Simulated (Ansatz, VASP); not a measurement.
## Two plane-wave programs on AlP

The input INCAR:

```
PREC = Accurate
ENCUT = 500
EDIFF = 1E-6
ISMEAR = 0
SIGMA = 0.01
LREAL = F
LASPH = T
NELM = 120
ALGO = Normal
ISIF = 2
LWAVE = F
LCHARG = T
GGA = PE
LELF = T
LVHAR = T
NBANDS = 11
GGA_COMPAT = F
```

The input KPOINTS:

```
regular mesh
0
Gamma
  8 8 8
```

File POSCAR:

```
AlP
1.0
    0.0000000000      2.7255000000      2.7255000000
    2.7255000000      0.0000000000      2.7255000000
    2.7255000000      2.7255000000      0.0000000000
Al P
1 1
Direct
    0.0000000000      0.0000000000      0.0000000000
    0.2500000000      0.2500000000      0.2500000000
```

Input for Ansatz:

```yaml
crystal:
  lattice:
    - [0.0, 2.7255, 2.7255]
    - [2.7255, 0.0, 2.7255]
    - [2.7255, 2.7255, 0.0]
  atoms:
    - { symbol: Al, position: [0.0, 0.0, 0.0] }
    - { symbol: P, position: [0.25, 0.25, 0.25] }
kpoints:
  mp_grid:
    grid: [8, 8, 8]
hamiltonian:
  xc: pbe
scf:
  occupations:
    method: fixed
output:
  eigenvalues: true
```

Alike in both runs: task single point; functional PBE; k mesh 8 × 8 × 8; no spin polarisation.

```csv
,VASP,Ansatz
version,VASP 6.6.1,Ansatz 0.2.0
potentials or method,"VASP PAW PBE potentials, release 64 (Al, P)","plane waves, PAW"
plane-wave cutoff (eV),500,420
occupations,"gaussian, width 0.01 eV",fixed
valence electrons in the cell,8,8
```

```csv
,VASP,Ansatz,Ansatz less VASP
gap on the k mesh at the Fermi level (eV),1.57,1.57,+0.002
```
